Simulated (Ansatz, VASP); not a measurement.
CoNiO2: VASP beside Ansatz

```
Co Ni O
1.0
     4.20640    2.10320    2.10320
     2.10320    4.20640    2.10320
     2.10320    2.10320    4.20640
Co Ni O
1 1 2
Cartesian
  0.0000 0.0000 0.0000
  4.2064 4.2064 4.2064
  2.1032 2.1032 2.1032
  6.3096 6.3096 6.3096
```

Alike in both runs: task single point; functional PBE; k mesh 1 × 1 × 1; non-collinear spin.

|  | VASP | Ansatz |
| --- | --- | --- |
| version | VASP 6.6.1 | Ansatz development build ahead of 0.2.0 |
| potentials or method | VASP PAW PBE potentials, release 64 (Co, Ni, O) | norm-conserving potentials, plane waves, scalar-relativistic |
| plane-wave cutoff (eV) | 600 | 1400 |
| occupations | fermi-dirac, width 0.03 eV | fermi-dirac |

VASP gave:

```
net moment per atom (μB)                                      : 0.25
size of the moment on the site where the two differ most (μB) : 0.01
```

Task: Estimate Ansatz's values.

Result: net moment per atom (μB): 0.25; size of the moment on the site where the two differ most (μB): 0.07.

Site moments also hang on the region over which each program counts them. Ansatz's warnings: seeded moment not kept.

The k mesh is coarse, so the values compare programs but aren't converged.
